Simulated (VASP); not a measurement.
# C in VASP: further runs

C is run at these levels: r2SCAN; tasks: single point.

Program: VASP 6.6.1. These are calculated values, not measurements. Logs are shortened: lines on timing, memory, paths and dates and some standing lists are left out, and cuts for length are marked.

### 1 The cell of the first run

The structure is hexagonal, space group P6_3mc (No. 186). The conventional cell has a = 2.456 Å, b = 2.456 Å, c = 29.492 Å, α = 90.00°, β = 90.00°, γ = 120.00°. Within 1.9 Å of C (site symmetry 3m) lie 3 C at 1.42 Å. Within 1.9 Å of C (site symmetry 3m) lie 3 C at 1.42 Å. Within 1.9 Å of C (site symmetry 3m) lie 3 C at 1.42 Å. Within 1.9 Å of C (site symmetry 3m) lie 3 C at 1.42 Å. C (site symmetry 3m) has 3 C at 1.42 Å within 1.9 Å. C (site symmetry 3m) has 3 C at 1.42 Å within 1.9 Å.

### 2 Single point, r2SCAN

File POSCAR:

```
C
1.0
    2.4562499605      0.0000000000      0.0000000000
   -1.2281249803      2.1271748638      0.0000000000
    0.0000000000      0.0000000000     29.4918787000
C
12
Direct
    0.6666666700      0.3333333300      0.9983718000
    0.6666666700      0.3333333300      0.4983719100
    0.6666666700      0.3333333300      0.7327879500
    0.6666666700      0.3333333300      0.2327903300
    0.0000000000      0.0000000000      0.6158379900
    0.3333333300      0.6666666700      0.2327879500
    0.0000000000      0.0000000000      0.1158379900
    0.6666666700      0.3333333300      0.6158400100
    0.3333333300      0.6666666700      0.7327903300
    0.3333333300      0.6666666700      0.1158400100
    0.3333333300      0.6666666700      0.4983718000
    0.3333333300      0.6666666700      0.9983719100
```

File INCAR.step1:

```
PREC = Accurate
ENCUT = 520
ISMEAR = 0
SIGMA = 0.1
LREAL = F
LASPH = T
NELM = 80
NBANDS = 36
GGA = PE
ALGO = Normal
EDIFF = 1E-4
LWAVE = T
LCHARG = F
```

File INCAR.step2:

```
PREC = Accurate
ENCUT = 520
EDIFF = 1E-6
ISMEAR = 0
SIGMA = 0.1
LREAL = F
LASPH = T
NELM = 80
ALGO = Normal
ISIF = 2
LWAVE = F
LCHARG = T
METAGGA = R2SCAN
LMIXTAU = T
LELF = T
LVHAR = T
NBANDS = 36
ISTART = 1
```

File KPOINTS:

```
regular mesh
0
Gamma
  9 9 1
```

Potentials or basis: VASP PAW PBE potentials, release 64 (C).

On the command line:

```bash
$ cat potpaw_PBE.64/C/POTCAR > POTCAR
$ cp INCAR.step1 INCAR
$ mpirun -np 1 vasp_std > vasp.out
$ cp INCAR.step2 INCAR
$ mpirun -np 1 vasp_std > vasp.out
```

OUTCAR:

```text
PREC = Accurate
   ENCUT = 520
   EDIFF = 1E-6
   ISMEAR = 0
   LREAL = F
   LASPH = T
   NELM = 80
   ISIF = 2
   METAGGA = R2SCAN
   ISTART = 1

 ion  position               nearest neighbor table
   1  0.667  0.333  0.998-  12 1.42  12 1.42  12 1.42
   2  0.667  0.333  0.498-  11 1.42  11 1.42  11 1.42
   3  0.667  0.333  0.733-   9 1.42   9 1.42   9 1.42
   4  0.667  0.333  0.233-   6 1.42   6 1.42   6 1.42
   5  0.000  0.000  0.616-   8 1.42   8 1.42   8 1.42
   6  0.333  0.667  0.233-   4 1.42   4 1.42   4 1.42
   7  0.000  0.000  0.116-  10 1.42  10 1.42  10 1.42
   8  0.667  0.333  0.616-   5 1.42   5 1.42   5 1.42
   9  0.333  0.667  0.733-   3 1.42   3 1.42   3 1.42
  10  0.333  0.667  0.116-   7 1.42   7 1.42   7 1.42
  11  0.333  0.667  0.498-   2 1.42   2 1.42   2 1.42
  12  0.333  0.667  0.998-   1 1.42   1 1.42   1 1.42

  LATTYP: Found a hexagonal cell.
 ALAT       =     2.4562499605
 C/A-ratio  =    12.0068719285

  Lattice vectors:

 A1 = (   2.4562499605,   0.0000000000,   0.0000000000)
 A2 = (  -1.2281249803,   2.1271748638,   0.0000000000)
 A3 = (   0.0000000000,   0.0000000000,  29.4918787000)

Analysis of symmetry for initial positions (statically):
=====================================================================
 Subroutine PRICEL returns:
 Original cell was already a primitive cell.

 Routine SETGRP: Setting up the symmetry group for a
 hexagonal supercell.

 Subroutine GETGRP returns: Found 12 space group operations
 (whereof  6 operations were pure point group operations)
 out of a pool of 24 trial point group operations.

The static configuration has the point symmetry C_3v.
 The point group associated with its full space group is C_6v.

Analysis of symmetry for dynamics (positions and initial velocities):
=====================================================================
 Subroutine PRICEL returns:
 Original cell was already a primitive cell.

 Routine SETGRP: Setting up the symmetry group for a
 hexagonal supercell.

 Subroutine GETGRP returns: Found 12 space group operations
 (whereof  6 operations were pure point group operations)
 out of a pool of 24 trial point group operations.

The dynamic configuration has the point symmetry C_3v.
 The point group associated with its full space group is C_6v.

 Subroutine INISYM returns: Found 12 space group operations
 (whereof  6 operations are pure point group operations),
 and found     1 'primitive' translations

----------------------------------------------------------------------------------------

                                     Primitive cell

  volume of cell :     154.0913

  direct lattice vectors                    reciprocal lattice vectors
     2.456249961  0.000000000  0.000000000     0.407124688  0.235053549  0.000000000
    -1.228124980  2.127174864  0.000000000     0.000000000  0.470107097  0.000000000
     0.000000000  0.000000000 29.491878700     0.000000000  0.000000000  0.033907640

  length of vectors
     2.456249961  2.456249960 29.491878700     0.470107097  0.470107097  0.033907640

  position of ions in fractional coordinates (direct lattice)
     0.666666670  0.333333330  0.998371800
     0.666666670  0.333333330  0.498371910
     0.666666670  0.333333330  0.732787950
     0.666666670  0.333333330  0.232790330
     0.000000000  0.000000000  0.615837990
     0.333333330  0.666666670  0.232787950
     0.000000000  0.000000000  0.115837990
     0.666666670  0.333333330  0.615840010
     0.333333330  0.666666670  0.732790330
     0.333333330  0.666666670  0.115840010
     0.333333330  0.666666670  0.498371800
     0.333333330  0.666666670  0.998371910

  ion indices of the primitive-cell ions
   primitive index   ion index
                 1           1
                 2           2
                 3           3
                 4           4
                 5           5
                 6           6
                 7           7
                 8           8
                 9           9
                10          10
                11          11
                12          12

----------------------------------------------------------------------------------------

 KPOINTS: regular mesh

Automatic generation of k-mesh.
 Grid dimensions read from file:
 generate k-points for:    9    9    1

 Generating k-lattice:

  Cartesian coordinates                     Fractional coordinates (reciprocal lattice)
     0.045236076  0.026117061  0.000000000     0.111111111  0.000000000  0.000000000
     0.000000000  0.052234122  0.000000000     0.000000000  0.111111111  0.000000000
     0.000000000  0.000000000  0.033907640     0.000000000  0.000000000  1.000000000

  Length of vectors
     0.052234122  0.052234122  0.033907640

  Shift w.r.t. Gamma in fractional coordinates (k-lattice)
     0.000000000  0.000000000  0.000000000

 Subroutine IBZKPT returns following result:
 ===========================================

 Found     12 irreducible k-points:

 Following reciprocal coordinates:
            Coordinates               Weight
  0.000000  0.000000  0.000000      1.000000
  0.111111  0.000000  0.000000      6.000000
  0.222222 -0.000000  0.000000      6.000000
  0.333333 -0.000000  0.000000      6.000000
  0.444444 -0.000000  0.000000      6.000000
  0.111111  0.111111  0.000000      6.000000
  0.222222  0.111111  0.000000     12.000000
  0.333333  0.111111  0.000000     12.000000
  0.444444  0.111111  0.000000      6.000000
  0.222222  0.222222  0.000000      6.000000
  0.333333  0.222222  0.000000     12.000000
  0.333333  0.333333  0.000000      2.000000
   k-points           NKPTS =     12   k-points in BZ     NKDIM =     12   number of bands    NBANDS=     36
   number of dos      NEDOS =    301   number of ions     NIONS =     12
   total plane-waves  NPLWV =  72576
   dimension x,y,z NGX =    18 NGY =   18 NGZ =  224
   dimension x,y,z NGXF=    36 NGYF=   36 NGZF=  448
   ions per type =              12
   NGX,Y,Z   is equivalent  to a cutoff of  12.18, 12.18, 12.63 a.u.
   NGXF,Y,Z  is equivalent  to a cutoff of  24.37, 24.37, 25.25 a.u.
 SYSTEM =  unknown system
   PREC   = accura    normal or accurate (medium, high low for compatibility)
   ISTART =      1    job   : 0-new  1-cont  2-samecut
   ICHARG =      0    charge: 1-file 2-atom 10-const
   ISPIN  =      1    spin polarized calculation?
   LNONCOLLINEAR =      F non collinear calculations
   LSORBIT =      F    spin-orbit coupling
   LASPH  =      T    aspherical Exc in radial PAW
   ENCUT  =  520.0 eV  38.22 Ry    6.18 a.u.   4.57  4.57 54.84*2*pi/ulx,y,z
   NELM   =     80;   NELMIN=  2; NELMDL=  0     # of ELM steps
   EDIFF  = 0.1E-05   stopping-criterion for ELM
   LREAL  =      F    real-space projection
   EDIFFG = 0.1E-04   stopping-criterion for IOM
   NSW    =      0    number of steps for IOM
   IBRION =     -1    ionic relax: 0-MD 1-quasi-New 2-CG
   NFREE  =      0    steps in history (QN), initial steepest desc. (CG)
   ISIF   =      2    stress and relaxation
   ISYM   =      2    0-nonsym 1-usesym 2-fastsym
   POTIM  = 0.5000    time-step for ionic-motion
   TEBEG  =    0.0;   TEEND  =   0.0 temperature during run
   PSTRESS=    0.0 pullay stress
   NELECT =      48.0000    total number of electrons
   NUPDOWN=      -1.0000    fix difference up-down
   EMIN   =  10.00;   EMAX   =-10.00  energy-range for DOS
   EFERMI =   0.00;   METHOD = LEGACY
   ISMEAR =     0;   SIGMA  =   0.10  broadening in eV -4-tet -1-fermi 0-gaus
   EFERMI_NEDOS =   21; number of points for ismear=-14 and -15
   IALGO  =     38    algorithm
   IMIX   =      4    mixing-type and parameters
     AMIX     =   0.40;   BMIX     =  1.00
     AMIX_MAG =   1.60;   BMIX_MAG =  1.00
  volume/ion in A,a.u.               =      12.84        86.65
  Fermi-wavevector in a.u.,A,eV,Ry     =   1.109760  2.097143 16.756498  1.231568
  Thomas-Fermi vector in A             =   2.246304
   LORBIT       =      0    0 simple, 1 ext, 2 COOP (PROOUT), +10 PAW based schemes
   METAGGA = R2SCAN    functional components
   LHFCALC =     F    Hartree Fock is set to
   AEXX    =    0.0000 exact exchange contribution
   IVDW    =     0    specifies the selected vdW correction
   LEPSILON=     F    determine dielectric tensor
   LRPA    =     F    only Hartree local field effects (RPA)
 non-spin polarized calculation
 Gauss-broadening in eV      SIGMA  =   0.10
  energy-cutoff  :      520.00
  volume of cell :      154.09
 maximum number of plane-waves:      4210
   NGX =  9   NGY =  9   NGZ =109

 number of electron      47.9999986 magnetization

 Free energy of the ion-electron system (eV)
  ---------------------------------------------------
  ext. energy  EPLUGINS =         0.00000000
  ---------------------------------------------------
  free energy    TOTEN  =      -119.12130825 eV

  energy without entropy =     -119.11019176  energy(sigma->0) =     -119.11575000

 E-fermi :   1.8501     XC(G=0):  -8.0482

 val. band max:        1.8465069704   @ k =   0.3333   0.3333   0.0000
 cond. band min:       1.8534511644   @ k =   0.3333   0.3333   0.0000
 fundamental gap:      0.0069441940
 Fermi energy:         1.8500779109

 k-point     1 :       0.0000    0.0000    0.0000
  band No.  band energies     occupation
      1     -19.0713      2.00000
      2     -19.0713      2.00000
      3     -18.9982      2.00000
      4     -18.9981      2.00000
      5     -18.9046      2.00000
      6     -18.9046      2.00000
[... 28 lines left out ...]
     35      10.5761      0.00000
     36      10.5900      0.00000
[... 398 lines left out ...]
      6     -11.6593      2.00000
[... 28 lines left out ...]
     35      13.1255      0.00000
     36      13.1726      0.00000

------------------------ aborting loop because EDIFF is reached ----------------------------------------

  FORCE on cell =-STRESS in cart. coord.  units (eV):
  Direction    XX          YY          ZZ          XY          YZ          ZX
  --------------------------------------------------------------------------------------
  -------------------------------------------------------------------------------------
  Total        0.6685086      0.6685086      0.0266505     -0.0000000      0.0000000      0.0000000
  in kB        6.9508738      6.9508738      0.2771003     -0.0000000      0.0000000      0.0000000
  external PRESSURE =       4.7262827 kB  Pullay stress =       0.0000000 kB

 VOLUME and BASIS-vectors are now :
 -----------------------------------------------------------------------------
  energy-cutoff  :      520.00
  volume of cell :      154.09
      direct lattice vectors                 reciprocal lattice vectors
     2.456249961  0.000000000  0.000000000     0.407124688  0.235053549  0.000000000
    -1.228124980  2.127174864  0.000000000     0.000000000  0.470107097  0.000000000
     0.000000000  0.000000000 29.491878700     0.000000000  0.000000000  0.033907640

 POSITION                                       TOTAL-FORCE (eV/Angst)
 -----------------------------------------------------------------------------------
      1.22812      0.70906     29.44386        -0.000000      0.000000     -0.011127
      1.22812      0.70906     14.69792        -0.000000     -0.000000      0.006060
      1.22812      0.70906     21.61129        -0.000000      0.000000     -0.003671
      1.22812      0.70906      6.86542         0.000000     -0.000000      0.012489
      0.00000      0.00000     18.16222         0.000000     -0.000000     -0.001438
     -0.00000      1.41812      6.86535         0.000000     -0.000000     -0.003671
      0.00000      0.00000      3.41628         0.000000     -0.000000     -0.001438
      1.22812      0.70906     18.16228        -0.000000      0.000000     -0.002313
     -0.00000      1.41812     21.61136        -0.000000      0.000000      0.012489
     -0.00000      1.41812      3.41634         0.000000     -0.000000     -0.002313
     -0.00000      1.41812     14.69792         0.000000     -0.000000     -0.011127
     -0.00000      1.41812     29.44386         0.000000     -0.000000      0.006060
 -----------------------------------------------------------------------------------
    total drift:                               -0.000000     -0.000000     -0.000008

  FREE ENERGIE OF THE ION-ELECTRON SYSTEM (eV)
  ---------------------------------------------------
  free  energy   TOTEN  =      -119.1213082525 eV

  energy  without entropy=     -119.1101917561  energy(sigma->0) =     -119.11575000
```

Run time: 5.4 min. Hardware: 1 thread of AMD EPYC 9R45 (Zen 5), shared host; peak memory 0.25 GiB.

Results:

| Item | Value |
| --- | --- |
| Free energy | -119.1213 eV |
| Pressure | 0.5 GPa |
| Largest force | 0.012 eV/Å |

Forces on the atoms (eV/Å):
```
C    0.000  0.000 -0.011
C    0.000  0.000  0.006
C    0.000  0.000 -0.004
C    0.000  0.000  0.012
C    0.000  0.000 -0.001
C    0.000  0.000 -0.004
C    0.000  0.000 -0.001
C    0.000  0.000 -0.002
C    0.000  0.000  0.012
C    0.000  0.000 -0.002
C    0.000  0.000 -0.011
C    0.000  0.000  0.006
```

Caveat: the PAW data sets were made with another functional, which shifts forces and pressure a little.

### 3 Single point, r2SCAN

This run uses another cell than the first one: it holds 2 atoms, not 12.

File POSCAR:

```
C
1.0
    2.1143216963      0.0000000000      0.0000000000
   -1.0571608481      1.8310563008      0.0000000000
    0.0000000000      0.0000000000      3.5938354714
C
2
Direct
    0.3333333333      0.6666666667      0.2500000000
    0.6666666667      0.3333333333      0.7500000000
```

File INCAR.step1:

```
PREC = Accurate
ENCUT = 520
ISMEAR = 0
SIGMA = 0.1
LREAL = False
LASPH = True
NELM = 100
NBANDS = 11
GGA = PE
ALGO = Normal
EDIFF = 1E-4
LWAVE = True
LCHARG = False
```

File INCAR.step2:

```
PREC = Accurate
ENCUT = 520
EDIFF = 1E-7
ISMEAR = 0
SIGMA = 0.1
LREAL = False
LASPH = True
NELM = 100
ALGO = Normal
ISIF = 2
LWAVE = False
LCHARG = False
METAGGA = R2SCAN
LMIXTAU = True
NBANDS = 11
ISTART = 1
```

File KPOINTS:

```
Automatic mesh
0
Gamma
  9 9 4
```

Potentials or basis: VASP PAW PBE potentials, release 64 (C).

On the command line:

```bash
$ cat potpaw_PBE.64/C/POTCAR > POTCAR
$ cp INCAR.step1 INCAR
$ mpirun -np 1 vasp_std > vasp.out
$ cp INCAR.step2 INCAR
$ mpirun -np 1 vasp_std > vasp.out
```

Run time: 35 s. Hardware: 1 thread of AMD EPYC 7R13, shared host; peak memory 0.09 GiB.

It converged, with:

* Free energy: -10.4809 eV
* Pressure: 0.1 GPa
* Band gap on the k mesh: zero (band 4 reaches 15.95 eV, above the bottom of band 5 at 4.07 eV)

Stress tensor (GPa, compression positive):
```
-0.03  0.00  0.00
 0.00 -0.03  0.00
 0.00  0.00  0.30
```

Levels at points of the mesh, in eV from the Fermi level:
```csv
k point,band 1,band 2,band 3,band 4,band 5,band 6,band 7,band 8,band 9
"(0.00, 0.00, 0.00)",-20.78,-11.37,-9.91,7.48,7.48,8.23,9.18,9.18,27.24
"(0.00, 0.00, 0.50)",-18.22,-18.22,0.66,0.66,8.32,8.32,8.32,8.32,27.52
```

Caveat: the k points lie up to 0.44 Å⁻¹ apart; the PAW data sets were made with another functional, which shifts forces and pressure a little.
